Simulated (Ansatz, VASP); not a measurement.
# One calculation of Li2S, two programs

```
Li S
1.0
     0.00000    2.85400    2.85400
     2.85400    0.00000    2.85400
     2.85400    2.85400    0.00000
Li S
2 1
Direct
  0.25000 0.25000 0.25000
  0.75000 0.75000 0.75000
  0.00000 0.00000 0.00000
```

Alike in both runs: task single point; functional LDA; k mesh 8 × 8 × 8; occupations gaussian, width 0.05 eV; no spin polarisation.

|  | VASP | Ansatz |
| --- | --- | --- |
| version | VASP 6.6.1 | Ansatz 0.2.0 |
| potentials or method | VASP PAW LDA potentials, release 64 (Li_sv, S), cutoff 750 eV | scalar-relativistic, plane waves, PAW |
| valence electrons in the cell | 12 | 12 |

|  | VASP | Ansatz | Ansatz less VASP |
| --- | --- | --- | --- |
| gap on the k mesh at the Fermi level (eV) | 3.17 | 3.17 | -0.001 |
| least direct gap on the mesh (eV) | 4.04 | 4.03 | -0.011 |
| pressure (GPa) | -3.1 | -3.0 | +0.09 |

LDA's correlation is that of Perdew and Zunger in VASP and of Perdew and Wang (1992) in Ansatz.
